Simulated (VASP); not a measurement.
Input of a VASP 6.6.1 run:

INCAR

```
  PREC = Accurate
  ENCUT = 500
  EDIFF = 1E-6
  ISMEAR = -1
  SIGMA = 0.0272
  LREAL = F
  LASPH = T
  NELM = 120
  ALGO = Normal
  ISIF = 2
  LWAVE = F
  LCHARG = F
  GGA = PS
  NBANDS = 10
  GGA_COMPAT = F
```

KPOINTS

```
Automatic mesh
0
Gamma
  10 10 10
```

POSCAR

```
K
1.0
    0.0000000000      2.5240000000      2.5240000000
    2.5240000000      0.0000000000      2.5240000000
    2.5240000000      2.5240000000      0.0000000000
K
1
Direct
    0.0000000000      0.0000000000      0.0000000000
```

Potentials or basis: VASP PAW PBE potentials, release 64 (K_sv).

The run is started by

```sh
$ cat potpaw_PBE.64/K_sv/POTCAR > POTCAR
$ mpirun -np 1 vasp_std > vasp.out
```

(1) What does it give for the pressure?

Answers

(1) 12.1 GPa.

Caveat: the PAW data sets were made with another functional, which shifts forces and pressure a little.
